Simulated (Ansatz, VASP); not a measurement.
## Rh in VASP and in Ansatz

The input INCAR:

```
SYSTEM = Rh
  PREC = Accurate
  ENCUT = 600
  EDIFF = 1E-6
  ISMEAR = -1
  SIGMA = 0.05
  LREAL = .False.
  LASPH = .True.
  NELM = 60
  ALGO = Normal
  ISIF = 3
  LWAVE = .False.
  LCHARG = .False.
  GGA = PS
  IBRION = 2
  NSW = 80
  EDIFFG = -0.01
```

Contents of KPOINTS:

```
regular mesh
0
Gamma
  12 12 12
  0 0 0
```

The input POSCAR:

```
Rh
1.0
    0.0000000000      1.8978500000      1.8978500000
    1.8978500000      0.0000000000      1.8978500000
    1.8978500000      1.8978500000      0.0000000000
Rh
1
Direct
    0.0000000000      0.0000000000      0.0000000000
```

The input input.yaml:

```yaml
crystal:
  lattice:
    - [0.0, 1.89785, 1.89785]
    - [1.89785, 0.0, 1.89785]
    - [1.89785, 1.89785, 0.0]
  atoms:
    - { symbol: Rh, position: [0.0, 0.0, 0.0] }
kpoints:
  mp_grid: { grid: [12, 12, 12] }
scf:
  occupations: { method: fermi_dirac, width: 0.05 }
hamiltonian:
  xc: pbesol
  pseudopotentials: { kind: all_electron, lapw: { basis_error: 0.001 } }
output:
  forces: true
  stress: true
relax:
  f_tol: 0.01
  max_steps: 60
  cell: {}
```

Alike in both runs: task relaxation of cell and atoms; functional PBEsol; k mesh 12 × 12 × 12; occupations fermi-dirac, width 0.05 eV; no spin polarisation.

|  | VASP | Ansatz |
| --- | --- | --- |
| version | VASP 6.6.1 | Ansatz 0.2.0 |
| potentials or method | VASP PAW PBE potentials, release 64 (Rh_pv), cutoff 600 eV | all-electron LAPW, scalar-relativistic |

```csv
,VASP,Ansatz,Ansatz less VASP
relaxed volume (Å³/atom),13.49,13.49,+0.007
relaxed cell length with the largest relative difference (Å),2.672,2.672,+0.0004
```

VASP's potentials were made for PBE, not for PBEsol. Ansatz ran all-electron here, and VASP with PAW potentials.
